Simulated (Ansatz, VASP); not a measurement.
One calculation of Os, two programs

File INCAR:

```
  ALGO = Normal
  EDIFF = 1E-6
  ENCUT = 560
  GGA = CA
  GGA_COMPAT = F
  ISIF = 2
  ISMEAR = 1
  LASPH = T
  LCHARG = T
  LELF = T
  LREAL = F
  LVHAR = T
  LWAVE = F
  NBANDS = 23
  NELM = 120
  PREC = Accurate
  SIGMA = 0.3
```

The input KPOINTS:

```
k-points
0
Gamma
  13 13 8
```

The input POSCAR:

```
Os
1.0
    2.7175247593      0.0000000000      0.0000000000
   -1.3587623796      2.3534454770      0.0000000000
    0.0000000000      0.0000000000      4.2844606214
Os
2
Direct
    0.3333333333      0.6666666667      0.2500000000
    0.6666666667      0.3333333333      0.7500000000
```

Input for Ansatz:

```yaml
crystal:
  lattice:
    - [2.7175247593, 0.0, 0.0]
    - [-1.3587623796, 2.353445477, 0.0]
    - [0.0, 0.0, 4.2844606214]
  atoms:
    - { symbol: Os, position: [0.3333333333, 0.6666666667, 0.25] }
    - { symbol: Os, position: [0.6666666667, 0.3333333333, 0.75] }
hamiltonian:
  xc: lda
  pseudopotentials:
    kind: paw
    azcp:
      Os: "pseudopotentials/Os.paw.azcp"
basis:
  ecutwfc: 420
  fft_grid_basis: typed
kpoints:
  mp_grid: { grid: [13, 13, 8], shift: [0, 0, 0] }
magnetization:
  spin_polarized: false
scf:
  occupations: { method: methfessel_paxton, width: 0.3 }
  lower_state_search: "off"
output:
  stress: true
  write_density: true
  write_potential: true
  elf: true
  volumetric_format: npy
```

Alike in both runs: task single point; functional LDA; k mesh 13 × 13 × 8; occupations methfessel-paxton of order 1, width 0.3 eV; no spin polarisation.

|  | VASP | Ansatz |
| --- | --- | --- |
| version | VASP 6.6.1 | Ansatz 0.2.0 |
| potentials or method | VASP PAW LDA potentials, release 64 (Os_sv_GW), cutoff 560 eV | plane waves (420 eV) with PAW, scalar-relativistic |
| valence electrons in the cell | 32 | 32 |

```csv
,VASP,Ansatz,Ansatz less VASP
pressure (GPa),0.4,-0.1,-0.46
"traceless stress, the component that is largest in VASP (GPa)",-0.80,-0.92,-0.122
```

Ansatz warns that its potentials were made for another functional, while VASP's fit it. LDA's correlation is that of Perdew and Zunger in VASP and of Perdew and Wang (1992) in Ansatz.

Spin-orbit coupling is off throughout.
